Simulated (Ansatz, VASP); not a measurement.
## One calculation of CsCl, two programs

POSCAR

```
CsCl
1.0
    4.1368327747      0.0000000000      0.0000000000
    0.0000000000      4.1368327747      0.0000000000
    0.0000000000      0.0000000000      4.1368327747
Cs Cl
1 1
Direct
    0.0000000000      0.0000000000      0.0000000000
    0.5000000000      0.5000000000      0.5000000000
```

Contents of INCAR.step1:

```
SYSTEM = CsCl
PREC = Accurate ; ENCUT = 550
ISMEAR = 0 ; SIGMA = 0.01
LREAL = .False. ; LASPH = .True.
NELM = 120 ; NBANDS = 15
GGA = PE ; ALGO = Normal
EDIFF = 1E-5 ; LWAVE = .True.
LCHARG = .False. ; GGA_COMPAT = .False.
```

The input INCAR.step2:

```
SYSTEM = CsCl
PREC = Accurate ; ENCUT = 550
EDIFF = 1E-6 ; ISMEAR = 0
SIGMA = 0.01 ; LREAL = .False.
LASPH = .True. ; NELM = 120
ALGO = Normal ; ISIF = 2
LWAVE = .False. ; LCHARG = .False.
METAGGA = R2SCAN ; LMIXTAU = .True.
NBANDS = 15 ; ISTART = 1
GGA_COMPAT = .False.
```

File KPOINTS:

```
Automatic mesh
0
Gamma
  6 6 6
  0 0 0
```

Input for Ansatz:

```yaml
crystal:
  lattice:
    - [4.1368327747, 0.0, 0.0]
    - [0.0, 4.1368327747, 0.0]
    - [0.0, 0.0, 4.1368327747]
  atoms:
    - { symbol: Cs, position: [0.0, 0.0, 0.0] }
    - { symbol: Cl, position: [0.5, 0.5, 0.5] }
kpoints:
  mp_grid: { grid: [6, 6, 6] }
  band_path:
    path: [[0.0, 0.0, 0.0], [0.0, 0.5, 0.0], [0.5, 0.5, 0.0], [0.5, 0.5, 0.5]]
    npoints: 1
hamiltonian:
  xc: r2scan
scf:
  occupations: { method: fixed }
  n_extra_bands: 4
output:
  forces: true
  stress: true
  eigenvalues: true
  write_density: true
  write_potential: true
  elf: true
  volumetric_format: npy
```

Alike in both runs: task single point; functional r2SCAN; k mesh 6 × 6 × 6; no spin polarisation.

```csv
,VASP,Ansatz
version,VASP 6.6.1,Ansatz 0.2.0
potentials or method,"VASP PAW PBE potentials, release 64 (Cs_sv, Cl)","plane waves, PAW"
plane-wave cutoff (eV),550,500
occupations,"gaussian, width 0.01 eV",fixed
valence electrons in the cell,16,16
```

```tsv
	VASP	Ansatz	Ansatz less VASP
gap on the k mesh at the Fermi level (eV)	5.91	5.91	+0.003
pressure (GPa)	0.1	0.0	-0.04
```

VASP's potentials were made for PBE, not for r2SCAN.

Neither program's run includes spin-orbit coupling.
